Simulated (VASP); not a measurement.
Wanted: the native input for a VASP 6.6.1 run.

- Task: single point
- Functional: PBE
- Potentials or basis: VASP PAW PBE potentials, release 64 (Al, N)
- Cutoff: 520 eV
- k mesh: 6 × 6 × 6
- Occupations: gaussian, width 0.1 eV
- Spin: no spin polarisation
- Dipole correction: no
- Further INCAR settings: ALGO = Normal; EDIFF = 1e-06; NBANDS = 16

The structure of AlN lies in POSCAR:

```
AlN
1.0
    0.0000000000      2.0352676073      2.0352676073
    2.0352676073      2.0352676073      0.0000000000
   -2.0352676073      4.0705352146     -2.0352676073
Al N
2 2
Direct
    0.7500000000      0.7500000000      0.7500000000
    0.2500000000      0.2500000000      0.2500000000
    0.5000000000      0.5000000000      0.5000000000
    0.0000000000      1.0000000000      1.0000000000
```

The input as run:

INCAR

```
ALGO = Normal ; EDIFF = 1E-6
ENCUT = 520 ; GGA = PE
ISIF = 2 ; ISMEAR = 0
LASPH = T ; LCHARG = F
LREAL = F ; LWAVE = F
NBANDS = 16 ; NELM = 100
PREC = Accurate ; SIGMA = 0.1
```

KPOINTS

```
k-points
0
Gamma
  6 6 6
```

Potentials or basis: VASP PAW PBE potentials, release 64 (Al, N).

Command:

```bash
$ cat potpaw_PBE.64/Al/POTCAR potpaw_PBE.64/N/POTCAR > POTCAR
$ mpirun -np 1 vasp_std > vasp.out
```

Results of the run:

- Pressure: -0.3 GPa
- Band gap on the k mesh: 4.41 eV

Caveat: the k points lie up to 0.43 Å⁻¹ apart.

Wall time 16 s on 1 thread of Intel(R) Xeon(R) Platinum 8259CL CPU @ 2.50GHz (Skylake/Cascade Lake), with other jobs on the host, peak memory 0.15 GiB.
